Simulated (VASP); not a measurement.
Crystal: BeS2.

```xyz
3
Lattice="-2.2482 2.2482 2.7147 2.2482 -2.2482 2.7147 2.2482 2.2482 -2.7147" Properties=species:S:1:pos:R:3 pbc="T T T"
Be    0.0000    0.0000    0.0000
S     0.0000    2.2482    0.0000
S     2.2482    0.0000    0.0000
```

The cell was generated, and may not be a known phase.

- Program: VASP 6.6.1
- Task: relaxation of cell and atoms
- Functional: PBE
- Potentials or basis: VASP PAW PBE potentials, release 64 (Be, S)
- Cutoff: 600 eV
- k mesh: 6 × 6 × 6
- Occupations: gaussian, width 0.1 eV
- Spin: no spin polarisation

At the start: pressure -6.3 GPa; volume 18.30 Å³/atom.

Question: How do energy, volume and symmetry change on relaxing?

Answer: Over 10 steps the energy falls by 57.8 meV/atom and the volume is 16.21 Å³/atom (-11.4 %); space group I4/mmm (No. 139, to 0.1 Å) before and after.

Step by step:
| step | energy change (eV) | largest force (eV/Å) | pressure (GPa) | volume (Å³) |
| --- | --- | --- | --- | --- |
| 1 | 0.0000 | 0.0000 | -6.26 | 54.89 |
| 2 | -0.1160 | 0.0000 | 0.22 | 49.40 |
| 3 | -0.1161 | 0.0000 | 0.11 | 49.47 |
| 4 | -0.1354 | 0.0000 | 0.14 | 49.15 |
| 5 | -0.1709 | 0.0000 | 0.67 | 48.28 |
| 6 | -0.1708 | 0.0000 | 1.08 | 48.01 |
| 7 | -0.1719 | 0.0000 | 0.84 | 48.16 |
| 8 | -0.1719 | 0.0000 | 0.89 | 48.13 |
| 9 | -0.1722 | 0.0000 | -0.68 | 49.07 |
| 10 | -0.1734 | 0.0000 | 0.06 | 48.62 |

Final structure:
```
Be S
1.0
    -2.22503    2.22503    2.45524
     2.22503   -2.22503    2.45524
     2.22503    2.22503   -2.45524
Be S
1 2
Cartesian
  2.2250 2.2250 -2.4552
  0.0000 2.2250 0.0000
  2.2250 0.0000 0.0000
```
